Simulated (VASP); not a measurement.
**Mg: single point with r2SCAN**

The system is Mg.

```xyz
2
Lattice="2.9890 0.0000 0.0000 -1.4945 2.5886 0.0000 0.0000 0.0000 4.8817" Properties=species:S:1:pos:R:3 pbc="T T T"
Mg    1.4945    0.8629    3.6613
Mg    0.0000    1.7257    1.2204
```

```json
{"Program": "VASP 6.6.1", "Task": "single point", "Functional": "r2SCAN", "Potentials or basis": "VASP PAW PBE potentials, release 64 (Mg)", "Cutoff": "520 eV", "k mesh": "10 × 10 × 5", "Occupations": "fermi-dirac, width 0.05 eV", "Spin": "no spin polarisation", "Dipole correction": "no", "Further INCAR settings": "ALGO = Normal; EDIFF = 1e-06; NBANDS = 9"}
```

```
Pressure               : 9.7 GPa
Band gap on the k mesh : zero (band 2 reaches 4.28 eV, above the bottom of band 3 at 2.49 eV)
```

Levels at points of the mesh, in eV from the Fermi level:
```
           k point  band 1  band 2  band 3  band 4  band 5
(0.00, 0.00, 0.00)   -8.39   -2.37   -1.34   12.89   12.89
(0.50, 0.00, 0.00)   -2.80   -2.46    3.04    3.07    4.07
```

It took 36 s on 1 thread of Intel(R) Xeon(R) Platinum 8559C (Emerald Rapids), with other jobs on the host, peak memory 0.16 GiB.

Caveat: the PAW data sets were made with another functional, which shifts forces and pressure a little.
